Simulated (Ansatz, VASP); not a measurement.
**C: VASP beside Ansatz**

File INCAR:

```
SYSTEM = C
ALGO = Normal
EDIFF = 1E-6
ENCUT = 520
GGA = PE
ISIF = 2
ISMEAR = 0
LASPH = .TRUE.
LCHARG = .FALSE.
LREAL = .FALSE.
LWAVE = .FALSE.
NBANDS = 26
NELM = 80
PREC = Accurate
SIGMA = 0.05
```

Contents of KPOINTS:

```
k-points
0
G
  12 12 4
  0 0 0
```

The input POSCAR:

```
C
1.0
    2.4760125462      0.0000000000      0.0000000000
   -1.2380062731      2.1442897651      0.0000000000
    0.0000000000      0.0000000000      8.1660035800
C
8
Direct
   -0.0137570027     -0.0275140053      0.0929732494
   -0.0137570027     -0.0275140053      0.5929732494
   -0.0137570027     -0.0275140053      0.4070267506
   -0.0137570027     -0.0275140053      0.9070267506
    0.3470903360      0.6941806720      0.1555299995
    0.6804236693      0.3608473387      0.6555299995
    0.3470903360      0.6941806720      0.3444700005
    0.6804236693      0.3608473387      0.8444700005
```

Input for Ansatz:

```yaml
crystal:
  lattice:
    - [2.4760125462, 0.0, 0.0]
    - [-1.2380062731, 2.1442897651, 0.0]
    - [0.0, 0.0, 8.16600358]
  atoms:
    - { symbol: C, position: [-0.0137570027, -0.0275140053, 0.0929732494] }
    - { symbol: C, position: [-0.0137570027, -0.0275140053, 0.5929732494] }
    - { symbol: C, position: [-0.0137570027, -0.0275140053, 0.4070267506] }
    - { symbol: C, position: [-0.0137570027, -0.0275140053, 0.9070267506] }
    - { symbol: C, position: [0.347090336, 0.694180672, 0.1555299995] }
    - { symbol: C, position: [0.6804236693, 0.3608473387, 0.6555299995] }
    - { symbol: C, position: [0.347090336, 0.694180672, 0.3444700005] }
    - { symbol: C, position: [0.6804236693, 0.3608473387, 0.8444700005] }
basis:
  ecutwfc: 520.0
kpoints:
  mp_grid: { grid: [12, 12, 4] }
hamiltonian:
  xc: pbe
  pseudopotentials: { kind: paw, azcp: { folder: soft_1 } }
scf:
  occupations: { method: gaussian, width: 0.05 }
output:
  forces: true
  stress: true
  eigenvalues: true
  write_density: true
  write_potential: true
  elf: true
  volumetric_format: npy
```

Change from the starting cell: mode 14 frozen in at -0.060 Å, equal normal strain along x, y and z -0.0167.

Alike in both runs: task single point; functional PBE; k mesh 12 × 12 × 4; occupations gaussian, width 0.05 eV; no spin polarisation.

|  | VASP | Ansatz |
| --- | --- | --- |
| version | VASP 6.6.1 | Ansatz 0.2.0 |
| potentials or method | VASP PAW PBE potentials, release 64 (C), cutoff 520 eV | scalar-relativistic, plane waves, PAW |
| valence electrons in the cell | 32 | 32 |

```csv
,VASP,Ansatz,Ansatz less VASP
gap on the k mesh at the Fermi level (eV),3.10,3.11,+0.011
least direct gap on the mesh (eV),3.49,3.49,+0.003
pressure (GPa),31.1,30.2,-0.81
"traceless stress, the component that is largest in VASP (GPa)",4.26,4.26,+0.005
rms of the force components (eV/Å),2.463,2.447,-0.0160
```

Atom by atom the forces differ by 0.016 eV/Å (rms over components). Both programs put the cell under a high pressure, so it lies far from rest at this level.
